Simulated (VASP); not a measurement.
A run of VASP 6.6.1 is set up as follows.

Contents of INCAR:

```
SYSTEM = TaN
PREC = Accurate ; ENCUT = 520
EDIFF = 1E-6 ; ISMEAR = -1
SIGMA = 0.08 ; LREAL = .FALSE.
LASPH = .TRUE. ; NELM = 60
ALGO = Normal ; ISIF = 2
LWAVE = .FALSE. ; LCHARG = .TRUE.
GGA = PE ; LELF = .TRUE.
LVHAR = .TRUE. ; NBANDS = 15
```

File KPOINTS:

```
Automatic mesh
0
G
  16 16 16
  0 0 0
```

Contents of POSCAR:

```
TaN
1.0
    0.0000000000      2.1560621269      2.1560621269
    2.1560621269      0.0000000000      2.1560621269
    2.1560621269      2.1560621269      0.0000000000
Ta N
1 1
Direct
    0.0000000000      0.0000000000      0.0000000000
    0.5000000000      0.5000000000      0.5000000000
```

Potentials or basis: VASP PAW PBE potentials, release 64 (Ta_pv, N).

Command:

```bash
$ cat potpaw_PBE.64/Ta_pv/POTCAR potpaw_PBE.64/N/POTCAR > POTCAR
$ mpirun -np 1 vasp_std > vasp.out
```

**Question.** What does it give for the band gap on the k mesh?

**Answer.** Zero (bands 8 and 9 overlap by 4.37 eV).

**Question.** Estimate the pressure.

**Answer.** 29.1 GPa.

Caveat: the cell stands under pressure; spin-orbit coupling is left out, which moves the levels of the heavy elements.
